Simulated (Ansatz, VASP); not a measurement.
## Two plane-wave programs on NbH

The input INCAR:

```
SYSTEM = NbH
PREC = Accurate ; ENCUT = 500
EDIFF = 1E-6 ; ISMEAR = 1
SIGMA = 0.1 ; LREAL = .False.
LASPH = .True. ; NELM = 120
ALGO = Normal ; ISIF = 2
LWAVE = .False. ; LCHARG = .True.
GGA = PS ; LELF = .True.
LVHAR = .True. ; NBANDS = 14
GGA_COMPAT = .False.
```

File KPOINTS:

```
Automatic mesh
0
Gamma
  10 10 10
  0 0 0
```

POSCAR

```
NbH
1.0
   -1.5797220593      1.5797220593      1.9506622811
    1.5797220593     -1.5797220593      1.9506622811
    1.5797220593      1.5797220593     -1.9506622811
Nb H
1 1
Direct
    0.0000000000      0.0000000000      0.0000000000
    0.5000000000      0.5000000000      0.0000000000
```

Input for Ansatz:

```yaml
crystal:
  lattice:
    - [-1.5797220592813248, 1.5797220592813248, 1.950662281142572]
    - [1.5797220592813248, -1.5797220592813248, 1.950662281142572]
    - [1.5797220592813248, 1.5797220592813248, -1.950662281142572]
  atoms:
    - { symbol: Nb, position: [0.0, 0.0, 0.0] }
    - { symbol: H, position: [0.5, 0.5, 0.0] }
basis:
  ecutwfc: 450.0
kpoints:
  mp_grid:
    grid: [10, 10, 10]
hamiltonian:
  xc: pbesol
scf:
  occupations:
    method: cold
output:
  stress: true
```

Alike in both runs: task single point; functional PBEsol; k mesh 10 × 10 × 10; no spin polarisation.

```csv
,VASP,Ansatz
version,VASP 6.6.1,Ansatz 0.2.0
potentials or method,"VASP PAW PBE potentials, release 64 (Nb_sv, H), cutoff 500 eV","plane waves, PAW"
occupations,"methfessel-paxton of order 1, width 0.1 eV",cold
valence electrons in the cell,14,14
```

|  | VASP | Ansatz | Ansatz less VASP |
| --- | --- | --- | --- |
| pressure (GPa) | 1.6 | 2.1 | +0.47 |
| traceless stress, the component that is largest in VASP (GPa) | 0.32 | 0.16 | -0.169 |

VASP's potentials were made for PBE, not for PBEsol.
